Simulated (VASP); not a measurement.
Here is a VASP 6.6.1 calculation.

The input POSCAR:

```
WS2
1.0
    3.1699462934      0.0000000000      0.0000000000
   -1.5849731467      2.7452540187      0.0000000000
    0.0000000000      0.0000000000     12.6159812580
W S
2 4
Direct
    0.3333333333      0.6666666667      0.2500000000
    0.6666666667      0.3333333333      0.7500000000
    0.6666666667      0.3333333333      0.3739370859
    0.6666666667      0.3333333333      0.1260629141
    0.3333333333      0.6666666667      0.8739370859
    0.3333333333      0.6666666667      0.6260629141
```

Contents of INCAR.step1:

```
PREC = Accurate
ENCUT = 550
ISMEAR = 0
SIGMA = 0.01
LREAL = F
LASPH = T
NELM = 120
NBANDS = 35
GGA = PE
ALGO = Normal
EDIFF = 1E-5
LWAVE = T
LCHARG = F
GGA_COMPAT = F
```

Contents of INCAR.step2:

```
PREC = Accurate
ENCUT = 550
EDIFF = 1E-6
ISMEAR = 0
SIGMA = 0.01
LREAL = F
LASPH = T
NELM = 120
ALGO = Normal
ISIF = 2
LWAVE = F
LCHARG = F
METAGGA = R2SCAN
LMIXTAU = T
NBANDS = 35
ISTART = 1
GGA_COMPAT = F
```

KPOINTS

```
regular mesh
0
Gamma
  12 12 2
```

Potentials or basis: VASP PAW PBE potentials, release 64 (W_sv, S).

Command:

```sh
$ cat potpaw_PBE.64/W_sv/POTCAR potpaw_PBE.64/S/POTCAR > POTCAR
$ cp INCAR.step1 INCAR
$ mpirun -np 1 vasp_std > vasp.out
$ cp INCAR.step2 INCAR
$ mpirun -np 1 vasp_std > vasp.out
```

Problem. Estimate the pressure.

Solution. 1.2 GPa.

Problem. What does it give for the band gap on the k mesh?

Solution. 1.22 eV (least direct gap 1.91 eV).

Problem. What does it give for the largest force?

Solution. 0.028 eV/Å.

Forces in eV/Å, atoms in the order of the input:
```
W    0.000  0.000  0.000
W    0.000  0.000  0.000
S    0.000  0.000 -0.028
S    0.000  0.000  0.028
S    0.000  0.000 -0.028
S    0.000  0.000  0.028
```

Caveat: the cell differs from its parent crystal (uniaxial z strain +1.0%); the PAW data sets were made with another functional, which shifts forces and pressure a little; spin-orbit coupling is left out, which moves the levels of the heavy elements. A k mesh can miss the band edges.
